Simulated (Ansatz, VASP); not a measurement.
# One calculation of AlN, two programs

File INCAR:

```
SYSTEM = AlN
PREC = Accurate ; ENCUT = 520
EDIFF = 1E-8 ; ISMEAR = -1
SIGMA = 0.02 ; LREAL = .FALSE.
LASPH = .TRUE. ; NELM = 60
ALGO = Normal ; ISIF = 2
LWAVE = .FALSE. ; LCHARG = .FALSE.
GGA = PE ; LEFG = .TRUE.
NBANDS = 16
```

Contents of KPOINTS:

```
regular mesh
0
G
  11 11 6
  0 0 0
```

POSCAR

```
AlN
1.0
    3.0176720870      0.0000000000      0.0000000000
   -1.5088360435      2.6133806877      0.0000000000
    0.0000000000      0.0000000000      4.9780000000
Al N
2 2
Direct
    0.3333333333      0.6666666667      0.0000000000
    0.6666666667      0.3333333333      0.5000000000
    0.3333333333      0.6666666667      0.3850000000
    0.6666666667      0.3333333333      0.8850000000
```

Input for Ansatz:

```yaml
crystal:
  lattice:
    - [3.017672087, 0.0, 0.0]
    - [-1.5088360435, 2.6133806877, 0.0]
    - [0.0, 0.0, 4.978]
  atoms:
    - { symbol: Al, position: [0.3333333333, 0.6666666667, 0.0] }
    - { symbol: Al, position: [0.6666666667, 0.3333333333, 0.5] }
    - { symbol: "N", position: [0.3333333333, 0.6666666667, 0.385] }
    - { symbol: "N", position: [0.6666666667, 0.3333333333, 0.885] }
kpoints:
  mp_grid: { grid: [11, 11, 6] }
scf:
  occupations: { method: fermi_dirac, width: 0.02 }
hamiltonian:
  xc: pbe
  pseudopotentials: { kind: all_electron, datasets: crystal }
output:
  forces: true
  stress: true
  eigenvalues: true
  efg: { contact_densities: true }
```

Change from the starting cell: equal xx and yy strain of -3 %, crystal datasets.

Alike in both runs: task electric field gradients; functional PBE; k mesh 11 × 11 × 6; occupations fermi-dirac, width 0.02 eV; no spin polarisation.

```csv
,VASP,Ansatz
version,VASP 6.6.1,Ansatz 0.2.0
potentials or method,"VASP PAW PBE potentials, release 64 (Al, N), cutoff 520 eV","all-electron PAW with datasets made for the crystal, scalar-relativistic"
```

VASP gave:

- gap on the k mesh at the Fermi level (eV): 4.78
- pressure (GPa): 19.0
- traceless stress, the component that is largest in VASP (GPa): -11.75
- rms of the force components (eV/Å): 0.349
- size of Vzz on the site where it differs most (V/Å²): 16.8

Task: Estimate Ansatz's values.

Result: gap on the k mesh at the Fermi level (eV): 4.78; pressure (GPa): 19.1; traceless stress, the component that is largest in VASP (GPa): -11.69; rms of the force components (eV/Å): 0.348; size of Vzz on the site where it differs most (V/Å²): 15.8.

Atom by atom the forces differ by 0.001 eV/Å (rms over components). Ansatz ran all-electron here, and VASP with PAW potentials.
